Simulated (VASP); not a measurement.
Here is a VASP 6.6.1 calculation.

The input INCAR:

```
SYSTEM = H2CO
  ALGO = Normal
  EDIFF = 1E-7
  ENCUT = 520
  GGA = PE
  ISIF = 2
  ISMEAR = -1
  IVDW = 12
  LASPH = .TRUE.
  LCHARG = .FALSE.
  LREAL = Auto
  LWAVE = .FALSE.
  NBANDS = 86
  NELM = 60
  PREC = Accurate
  SIGMA = 0.02
```

File KPOINTS:

```
k-points
0
G
  1 1 1
  0 0 0
```

The input POSCAR:

```
H2CO
1.0
    8.0047730000     -0.0172560000      0.0193320000
   -0.0172560000      7.9501780000      0.0322940000
    0.0193320000      0.0322940000      8.0150610000
O C H
10 10 20
Direct
    0.5221153966      0.4140652332      0.4619222040
    0.0056928810      0.7544527362      0.6801477429
    0.4163820810      0.6818728081      0.0580569632
    0.6507688303      0.8964266518      0.3368496053
    0.0662689642      0.0610152691      0.2682011355
    0.5004875735      0.5191452013      0.7846552009
    0.4316444776      0.1157427819      0.9559899359
    0.8925220620      0.4434920414      0.4508791176
    0.7787915954      0.4718494279     -0.0262622461
    0.4759955890      0.0149805913      0.6166907863
    0.5237902840      0.3254716256      0.3307477392
   -0.0859577213      0.8714127102      0.6574148759
    0.2655222879      0.7013034263      0.0184177052
    0.6791868928      0.8351570998      0.2004226038
    0.1984154398      0.1067749106      0.3296064801
    0.5363117959      0.6357981383      0.6888655689
    0.2978161837      0.1882317694      0.9154345626
    1.0225207639      0.4932141516      0.4119750019
    0.8182316813      0.3628109726      0.0621661304
    0.6061076455      0.0538541287      0.6815223941
    0.5305921713      0.1896177957      0.3208233942
    0.4876070484      0.3817014370      0.2018882844
   -0.0999792853      0.9543582526      0.7697025330
   -0.1621051814      0.8912259828      0.5480123689
    0.2239444436      0.7772351764     -0.0834091377
    0.1650641156      0.6336361289      0.0844842398
    0.5955617691      0.8521474321      0.0914487551
    0.7735524534      0.7219533208      0.1886112811
    0.3019390629      0.0667943033      0.2534111542
    0.2220337793      0.1764999495      0.4404966791
    0.4401525000      0.7032538533      0.6007914465
    0.6505834949      0.7165525810      0.7185825000
    0.2556321437      0.1441604492      0.8023148672
    0.2161137767      0.2692704159      0.9934205454
    1.0709448531      0.4705986125      0.2767538491
    1.0864330315      0.5784095097      0.4982018128
    0.8827604133      0.2328705818      0.0114676798
    0.7726375897      0.3438467286      0.2040607282
    0.6386792673     -0.0018966914      0.7958160648
    0.6923342307      0.1605221603      0.6461625048
```

Potentials or basis: VASP PAW PBE potentials, release 64 (O, C, H).

The run is started by

```bash
$ cat potpaw_PBE.64/O/POTCAR potpaw_PBE.64/C/POTCAR potpaw_PBE.64/H/POTCAR > POTCAR
$ mpirun -np 1 vasp_gam > vasp.out
```

(1) What does it give for the dispersion energy per atom?

(2) Predict the largest force.

Answers

(1) -0.044 eV.

(2) 6.532 eV/Å.

Caveat: the k points lie up to 0.79 Å⁻¹ apart; the atoms stand as in a frame of molecular dynamics.
